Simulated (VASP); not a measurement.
Write the native input for VASP 6.6.1 that does the following.

* Task: single point
* Functional: r2SCAN
* Potentials or basis: VASP PAW PBE potentials, release 64 (Al, Ru_pv)
* Cutoff: 550 eV
* k mesh: 10 × 10 × 10
* Occupations: gaussian, width 0.01 eV
* Spin: no spin polarisation
* Hubbard terms: Ru d U = 6.0 eV
* Dipole correction: no
* Further INCAR settings: ALGO = Normal; EDIFF = 1e-06; NBANDS = 29

The system is Al2Ru.

```
Al Ru
1.0
     0.00000    3.98951    4.39145
     2.35336    0.00000    4.39145
     2.35336    3.98951    0.00000
Al Ru
4 2
Direct
  0.07905 0.42095 0.07905
  0.42095 0.07905 0.42095
  0.17095 0.82905 0.17095
  0.82905 0.17095 0.82905
  0.75000 0.75000 0.75000
  0.50000 0.50000 0.50000
```

The input as run:

POSCAR

```
Al2Ru
1.0
    0.0000000000      3.9895069996      4.3914546701
    2.3533615823      0.0000000000      4.3914546701
    2.3533615823      3.9895069996      0.0000000000
Al Ru
4 2
Direct
    0.0790459565      0.4209540435      0.0790459565
    0.4209540435      0.0790459565      0.4209540435
    0.1709540435      0.8290459565      0.1709540435
    0.8290459565      0.1709540435      0.8290459565
    0.7500000000      0.7500000000      0.7500000000
    0.5000000000      0.5000000000      0.5000000000
```

INCAR.step1

```
  ALGO = Normal
  EDIFF = 1E-5
  ENCUT = 550
  GGA = PE
  GGA_COMPAT = False
  ISMEAR = 0
  LASPH = True
  LCHARG = False
  LDAU = True
  LDAUJ = 0 0
  LDAUL = -1 2
  LDAUTYPE = 2
  LDAUU = 0 6
  LMAXMIX = 4
  LREAL = False
  LWAVE = True
  NBANDS = 29
  NELM = 200
  PREC = Accurate
  SIGMA = 0.01
```

INCAR.step2

```
  ALGO = Normal
  EDIFF = 1E-6
  ENCUT = 550
  GGA_COMPAT = False
  ISIF = 2
  ISMEAR = 0
  ISTART = 1
  LASPH = True
  LCHARG = False
  LDAU = True
  LDAUJ = 0 0
  LDAUL = -1 2
  LDAUPRINT = 1
  LDAUTYPE = 2
  LDAUU = 0 6
  LMAXMIX = 4
  LMIXTAU = True
  LREAL = False
  LWAVE = False
  METAGGA = R2SCAN
  NBANDS = 29
  NELM = 200
  PREC = Accurate
  SIGMA = 0.01
```

KPOINTS

```
k-points
0
Gamma
  10 10 10
```

Potentials or basis: VASP PAW PBE potentials, release 64 (Al, Ru_pv).

Run with:

```bash
$ cat potpaw_PBE.64/Al/POTCAR potpaw_PBE.64/Ru_pv/POTCAR > POTCAR
$ cp INCAR.step1 INCAR
$ mpirun -np 1 vasp_std > vasp.out
$ cp INCAR.step2 INCAR
$ mpirun -np 1 vasp_std > vasp.out
```

It gave:

The pressure is -3.1 GPa. The largest force is 0.084 eV/Å.

Caveat: the cell stands under tension; the PAW data sets were made with another functional, which shifts forces and pressure a little; U without spin polarisation on a metal has little footing; the U is typed as a test and isn't derived for this compound.

Wall time 44 min on 1 thread of Intel Xeon 8259CL, with other jobs on the host, peak memory 0.53 GiB.
